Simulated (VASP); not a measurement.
# Ge (P6_3/mmc) in VASP: a series of runs

The runs below take Ge through single point, with LDA, PBEsol.

Program: VASP 6.6.1. These are calculated values, not measurements. Logs are shortened: lines on timing, memory, paths and dates and some standing lists are left out, and cuts for length are marked.

**1. The cell of the first run**

The structure is hexagonal, space group P6_3/mmc (No. 194). Conventional cell: a = 4.003 Å, b = 4.003 Å, c = 13.157 Å, α = 90.00°, β = 90.00°, γ = 120.00°. Within 3.2 Å of Ge (site symmetry 3m) lie 4 Ge at 2.45 to 2.47 Å. Ge (site symmetry 3m) has 4 Ge at 2.45 Å within 3.2 Å.

**2. Single point, LDA**

Contents of INCAR:

```
SYSTEM = Ge
PREC     = Accurate       ! precision mode
ENCUT    = 520            ! plane-wave cutoff, eV
EDIFF    = 1E-6           ! SCF threshold, eV
ISMEAR   = -1             ! smearing method
SIGMA    = 0.05           ! smearing width, eV
LREAL    = .FALSE.        ! projectors in reciprocal space
LASPH    = .TRUE.         ! aspherical terms in the spheres
NELM     = 100            ! most SCF steps
ALGO     = Normal         ! electronic algorithm
ISIF     = 2              ! what is computed and relaxed
LWAVE    = .FALSE.        ! write WAVECAR
LCHARG   = .TRUE.         ! write CHGCAR
GGA      = CA             ! functional
LELF     = .TRUE.         ! ELF
LVHAR    = .TRUE.       
NBANDS   = 66             ! bands
```

Contents of KPOINTS:

```
Automatic mesh
0
G
  8 8 2
  0 0 0
```

Contents of POSCAR:

```
Ge
1.0
    4.0031158814      0.0000000000      0.0000000000
   -2.0015579407      3.4668000476      0.0000000000
    0.0000000000      0.0000000000     13.1567068600
Ge
8
Direct
    0.3333333333      0.6666666667      0.1559415700
    0.6666666667      0.3333333333      0.8440584300
    0.6666666667      0.3333333333      0.6559415700
    0.3333333333      0.6666666667      0.3440584300
    0.0000000000      0.0000000000      0.0931488400
    0.0000000000      0.0000000000      0.9068511600
    0.0000000000      0.0000000000      0.5931488400
    0.0000000000      0.0000000000      0.4068511600
```

Potentials or basis: VASP PAW LDA potentials, release 64 (Ge_d).

Launch:

```bash
$ cat potpaw_LDA.64/Ge_d/POTCAR > POTCAR
$ mpirun -np 1 vasp_std > vasp.out
```

OUTCAR:

```text
SYSTEM = Ge
   PREC = Accurate
   ENCUT = 520
   EDIFF = 1E-6
   ISMEAR = -1
   LREAL = .FALSE.
   LASPH = .TRUE.
   NELM = 100
   ISIF = 2
   GGA = CA

 ion  position               nearest neighbor table
   1  0.333  0.667  0.156-   5 2.45   5 2.45   5 2.45   4 2.47
   2  0.667  0.333  0.844-   6 2.45   6 2.45   6 2.45   3 2.47
   3  0.667  0.333  0.656-   7 2.45   7 2.45   7 2.45   2 2.47
   4  0.333  0.667  0.344-   8 2.45   8 2.45   8 2.45   1 2.47
   5  0.000  0.000  0.093-   6 2.45   1 2.45   1 2.45   1 2.45
   6  0.000  0.000  0.907-   5 2.45   2 2.45   2 2.45   2 2.45
   7  0.000  0.000  0.593-   8 2.45   3 2.45   3 2.45   3 2.45
   8  0.000  0.000  0.407-   7 2.45   4 2.45   4 2.45   4 2.45

  LATTYP: Found a hexagonal cell.
 ALAT       =     4.0031158814
 C/A-ratio  =     3.2866165382

  Lattice vectors:

 A1 = (   4.0031158814,   0.0000000000,   0.0000000000)
 A2 = (  -2.0015579407,   3.4668000476,   0.0000000000)
 A3 = (   0.0000000000,   0.0000000000,  13.1567068600)

Analysis of symmetry for initial positions (statically):
=====================================================================
 Subroutine PRICEL returns:
 Original cell was already a primitive cell.

 Routine SETGRP: Setting up the symmetry group for a
 hexagonal supercell.

 Subroutine GETGRP returns: Found 24 space group operations
 (whereof 12 operations were pure point group operations)
 out of a pool of 24 trial point group operations.

The static configuration has the point symmetry D_3d.
 The point group associated with its full space group is D_6h.

Analysis of symmetry for dynamics (positions and initial velocities):
=====================================================================
 Subroutine PRICEL returns:
 Original cell was already a primitive cell.

 Routine SETGRP: Setting up the symmetry group for a
 hexagonal supercell.

 Subroutine GETGRP returns: Found 24 space group operations
 (whereof 12 operations were pure point group operations)
 out of a pool of 24 trial point group operations.

The dynamic configuration has the point symmetry D_3d.
 The point group associated with its full space group is D_6h.

 Subroutine INISYM returns: Found 24 space group operations
 (whereof 12 operations are pure point group operations),
 and found     1 'primitive' translations

----------------------------------------------------------------------------------------

                                     Primitive cell

  volume of cell :     182.5888

  direct lattice vectors                    reciprocal lattice vectors
     4.003115881  0.000000000  0.000000000     0.249805409  0.144225220  0.000000000
    -2.001557941  3.466800048  0.000000000     0.000000000  0.288450440  0.000000000
     0.000000000  0.000000000 13.156706860     0.000000000  0.000000000  0.076006862

  length of vectors
     4.003115881  4.003115881 13.156706860     0.288450440  0.288450440  0.076006862

  position of ions in fractional coordinates (direct lattice)
     0.333333333  0.666666667  0.155941570
     0.666666667  0.333333333  0.844058430
     0.666666667  0.333333333  0.655941570
     0.333333333  0.666666667  0.344058430
     0.000000000  0.000000000  0.093148840
     0.000000000  0.000000000  0.906851160
     0.000000000  0.000000000  0.593148840
     0.000000000  0.000000000  0.406851160

  ion indices of the primitive-cell ions
   primitive index   ion index
                 1           1
                 2           2
                 3           3
                 4           4
                 5           5
                 6           6
                 7           7
                 8           8

----------------------------------------------------------------------------------------

 KPOINTS: Automatic mesh

Automatic generation of k-mesh.
 Grid dimensions read from file:
 generate k-points for:    8    8    2

 Generating k-lattice:

  Cartesian coordinates                     Fractional coordinates (reciprocal lattice)
     0.031225676  0.018028153  0.000000000     0.125000000 -0.000000000  0.000000000
     0.000000000  0.036056305  0.000000000     0.000000000  0.125000000  0.000000000
     0.000000000  0.000000000  0.038003431     0.000000000  0.000000000  0.500000000

  Length of vectors
     0.036056305  0.036056305  0.038003431

  Shift w.r.t. Gamma in fractional coordinates (k-lattice)
     0.000000000  0.000000000  0.000000000

 Subroutine IBZKPT returns following result:
 ===========================================

 Found     20 irreducible k-points:

 Following reciprocal coordinates:
            Coordinates               Weight
  0.000000  0.000000  0.000000      1.000000
  0.125000 -0.000000  0.000000      6.000000
  0.250000 -0.000000  0.000000      6.000000
  0.375000 -0.000000  0.000000      6.000000
  0.500000 -0.000000  0.000000      3.000000
  0.125000  0.125000  0.000000      6.000000
[... 12 lines left out ...]
  0.250000  0.250000  0.500000      6.000000
  0.375000  0.250000  0.500000      6.000000
   k-points           NKPTS =     20   k-points in BZ     NKDIM =     20   number of bands    NBANDS=     66
   number of dos      NEDOS =    301   number of ions     NIONS =      8
   total plane-waves  NPLWV =  88200
   dimension x,y,z NGX =    30 NGY =   30 NGZ =   98
   dimension x,y,z NGXF=    60 NGYF=   60 NGZF=  196
   ions per type =               8
   NGX,Y,Z   is equivalent  to a cutoff of  12.46, 12.46, 12.38 a.u.
   NGXF,Y,Z  is equivalent  to a cutoff of  24.92, 24.92, 24.77 a.u.
 SYSTEM =  Ge
   PREC   = accura    normal or accurate (medium, high low for compatibility)
   ISTART =      0    job   : 0-new  1-cont  2-samecut
   ICHARG =      2    charge: 1-file 2-atom 10-const
   ISPIN  =      1    spin polarized calculation?
   LNONCOLLINEAR =      F non collinear calculations
   LSORBIT =      F    spin-orbit coupling
   LASPH  =      T    aspherical Exc in radial PAW
   ENCUT  =  520.0 eV  38.22 Ry    6.18 a.u.   7.44  7.44 24.46*2*pi/ulx,y,z
   NELM   =    100;   NELMIN=  2; NELMDL= -5     # of ELM steps
   EDIFF  = 0.1E-05   stopping-criterion for ELM
   LREAL  =      F    real-space projection
   EDIFFG = 0.1E-04   stopping-criterion for IOM
   NSW    =      0    number of steps for IOM
   IBRION =     -1    ionic relax: 0-MD 1-quasi-New 2-CG
   NFREE  =      0    steps in history (QN), initial steepest desc. (CG)
   ISIF   =      2    stress and relaxation
   ISYM   =      2    0-nonsym 1-usesym 2-fastsym
   POTIM  = 0.5000    time-step for ionic-motion
   TEBEG  =    0.0;   TEEND  =   0.0 temperature during run
   PSTRESS=    0.0 pullay stress
   NELECT =     112.0000    total number of electrons
   NUPDOWN=      -1.0000    fix difference up-down
   EMIN   =  10.00;   EMAX   =-10.00  energy-range for DOS
   EFERMI =   0.00;   METHOD = LEGACY
   ISMEAR =    -1;   SIGMA  =   0.05  broadening in eV -4-tet -1-fermi 0-gaus
   EFERMI_NEDOS =   21; number of points for ismear=-14 and -15
   IALGO  =     38    algorithm
   IMIX   =      4    mixing-type and parameters
     AMIX     =   0.40;   BMIX     =  1.00
     AMIX_MAG =   1.60;   BMIX_MAG =  1.00
  volume/ion in A,a.u.               =      22.82       154.02
  Fermi-wavevector in a.u.,A,eV,Ry     =   1.390986  2.628583 26.325128  1.934842
  Thomas-Fermi vector in A             =   2.514869
   LORBIT       =      0    0 simple, 1 ext, 2 COOP (PROOUT), +10 PAW based schemes
   GGA     = CA    functional components
   LHFCALC =     F    Hartree Fock is set to
   AEXX    =    0.0000 exact exchange contribution
   IVDW    =     0    specifies the selected vdW correction
   LEPSILON=     F    determine dielectric tensor
   LRPA    =     F    only Hartree local field effects (RPA)
 non-spin polarized calculation
  energy-cutoff  :      520.00
  volume of cell :      182.59
 maximum number of plane-waves:      4987
 NGX is ok and might be reduce to    30
   NGX = 15   NGY = 15   NGZ = 49

 number of electron     112.0000141 magnetization

 Free energy of the ion-electron system (eV)
  ---------------------------------------------------
  ext. energy  EPLUGINS =         0.00000000
  ---------------------------------------------------
  free energy    TOTEN  =       -41.46407139 eV

  energy without entropy =      -41.46106566  energy(sigma->0) =      -41.46256853

 E-fermi :   4.6519     XC(G=0): -10.2483

 val. band max:        4.6466897436   @ k =   0.0000   0.0000   0.0000
 cond. band min:       4.7271376876   @ k =   0.0000   0.0000   0.0000
 fundamental gap:      0.0804479440
 Fermi energy:         4.6518783638

 k-point     1 :       0.0000    0.0000    0.0000
  band No.  band energies     occupation
      1     -20.3167      2.00000
      2     -20.3167      2.00000
      3     -20.3077      2.00000
      4     -20.3077      2.00000
      5     -20.3033      2.00000
      6     -20.3033      2.00000
[... 58 lines left out ...]
     65       7.8731      0.00000
     66       8.4104      0.00000

 k-point     2 :       0.1250   -0.0000    0.0000
  band No.  band energies     occupation
      1     -20.3270      2.00000
      2     -20.3201      2.00000
      3     -20.3111      2.00000
      4     -20.3104      2.00000
      5     -20.3104      2.00000
      6     -20.3066      2.00000
[... 58 lines left out ...]
     65       8.3050      0.00000
     66       8.5122      0.00000

 k-point     3 :       0.2500   -0.0000    0.0000
  band No.  band energies     occupation
      1     -20.3379      2.00000
      2     -20.3245      2.00000
      3     -20.3180      2.00000
      4     -20.3158      2.00000
      5     -20.3145      2.00000
      6     -20.3118      2.00000
[... 1162 lines left out ...]
     65       9.4579      0.00000
     66       9.4581      0.00000

 k-point    20 :       0.3750    0.2500    0.5000
  band No.  band energies     occupation
      1     -20.3392      2.00000
      2     -20.3392      2.00000
      3     -20.3309      2.00000
      4     -20.3309      2.00000
      5     -20.3301      2.00000
      6     -20.3301      2.00000
[... 58 lines left out ...]
     65       9.8976      0.00000
     66       9.9060      0.00000

------------------------ aborting loop because EDIFF is reached ----------------------------------------

  FORCE on cell =-STRESS in cart. coord.  units (eV):
  Direction    XX          YY          ZZ          XY          YZ          ZX
  --------------------------------------------------------------------------------------
  -------------------------------------------------------------------------------------
  Total       -1.9783903     -1.9783903     -2.2833667      0.0000000      0.0000000      0.0000000
  in kB      -17.3599470    -17.3599470    -20.0360497      0.0000000      0.0000000      0.0000000
  external PRESSURE =     -18.2519812 kB  Pullay stress =       0.0000000 kB

 VOLUME and BASIS-vectors are now :
 -----------------------------------------------------------------------------
  energy-cutoff  :      520.00
  volume of cell :      182.59
      direct lattice vectors                 reciprocal lattice vectors
     4.003115881  0.000000000  0.000000000     0.249805409  0.144225220  0.000000000
    -2.001557941  3.466800048  0.000000000     0.000000000  0.288450440  0.000000000
     0.000000000  0.000000000 13.156706860     0.000000000  0.000000000  0.076006862

 POSITION                                       TOTAL-FORCE (eV/Angst)
 -----------------------------------------------------------------------------------
     -0.00000      2.31120      2.05168        -0.000000     -0.000000     -0.013730
      2.00156      1.15560     11.10503         0.000000      0.000000      0.013730
      2.00156      1.15560      8.63003         0.000000     -0.000000     -0.013730
     -0.00000      2.31120      4.52668        -0.000000     -0.000000      0.013730
      0.00000      0.00000      1.22553        -0.000000     -0.000000      0.003989
      0.00000      0.00000     11.93117        -0.000000      0.000000     -0.003989
      0.00000      0.00000      7.80389         0.000000     -0.000000      0.003989
      0.00000      0.00000      5.35282         0.000000     -0.000000     -0.003989
 -----------------------------------------------------------------------------------
    total drift:                                0.000000      0.000000      0.000000

  FREE ENERGIE OF THE ION-ELECTRON SYSTEM (eV)
  ---------------------------------------------------
  free  energy   TOTEN  =       -41.4640713887 eV

  energy  without entropy=      -41.4610656627  energy(sigma->0) =      -41.46256853
```

It took 3.7 min on 1 thread of Intel Xeon Platinum 8375C at 2.90GHz (Ice Lake), shared host; peak memory 0.32 GiB.

Results:

```yaml
Free_energy: -41.4641 eV
Pressure: -1.8 GPa
Largest_force: 0.014 eV/Å
Band_gap_on_the_k_mesh: 0.08 eV, direct
```

Forces on the atoms (eV/Å):
```
Ge   0.000  0.000 -0.014
Ge   0.000  0.000  0.014
Ge   0.000  0.000 -0.014
Ge   0.000  0.000  0.014
Ge   0.000  0.000  0.004
Ge   0.000  0.000 -0.004
Ge   0.000  0.000  0.004
Ge   0.000  0.000 -0.004
```

**3. Single point, PBEsol (volume scaled by 0.98)**

Contents of INCAR:

```
SYSTEM = Ge
  PREC = Accurate
  ENCUT = 520
  EDIFF = 1E-7
  ISMEAR = -1
  SIGMA = 0.05
  LREAL = .FALSE.
  LASPH = .TRUE.
  NELM = 80
  ALGO = Normal
  ISIF = 2
  LWAVE = .FALSE.
  LCHARG = .FALSE.
  GGA = PS
  NBANDS = 66
```

Contents of KPOINTS:

```
regular mesh
0
G
  8 8 2
  0 0 0
```

Changes to POSCAR since step 2:

```diff
@@ -2,5 +2,5 @@
 1.0
-    4.0031158814      0.0000000000      0.0000000000
-   -2.0015579407      3.4668000476      0.0000000000
-    0.0000000000      0.0000000000     13.1567068600
+    3.9762485223      0.0000000000      0.0000000000
+   -1.9881242612      3.4435322321      0.0000000000
+    0.0000000000      0.0000000000     13.0684041533
 Ge
```

Potentials or basis: VASP PAW PBE potentials, release 64 (Ge_d).

Launch:

```bash
$ cat potpaw_PBE.64/Ge_d/POTCAR > POTCAR
$ mpirun -np 1 vasp_std > vasp.out
```

It took 3.4 min on 1 thread of Intel Xeon Platinum 8559C (Emerald Rapids), shared host; peak memory 0.35 GiB.

Results (log left out):

| Item | Value |
| --- | --- |
| Free energy | -39.4066 eV |
| Pressure | 1.3 GPa |
| Largest force | 0.007 eV/Å |
| Band gap on the k mesh | zero (filled and empty bands touch) |

Forces in eV/Å, atoms in the order of the input:
```
Ge   0.000  0.000 -0.003
Ge   0.000  0.000  0.003
Ge   0.000  0.000 -0.003
Ge   0.000  0.000  0.003
Ge   0.000  0.000  0.007
Ge   0.000  0.000 -0.007
Ge   0.000  0.000  0.007
Ge   0.000  0.000 -0.007
```

Stress tensor (GPa, compression positive):
```
1.39 0.00 0.00
0.00 1.39 0.00
0.00 0.00 1.11
```

Levels at points of the mesh, in eV from the Fermi level:
| k point | band 54 | band 55 | band 56 | band 57 | band 58 | band 59 |
| --- | --- | --- | --- | --- | --- | --- |
| (0.00, 0.00, 0.00) | -0.18 | 0.00 | 0.00 | 0.00 | 0.07 | 0.47 |
| (0.50, 0.00, 0.00) | -2.51 | -1.92 | -1.52 | 0.16 | 0.26 | 0.47 |
| (0.00, 0.00, 0.50) | -0.36 | -0.36 | -0.36 | 0.14 | 0.14 | 1.17 |
| (0.50, 0.00, 0.50) | -2.72 | -1.87 | -1.87 | 0.55 | 0.55 | 1.23 |

Caveat: the PAW data sets were made with another functional, which shifts forces and pressure a little.
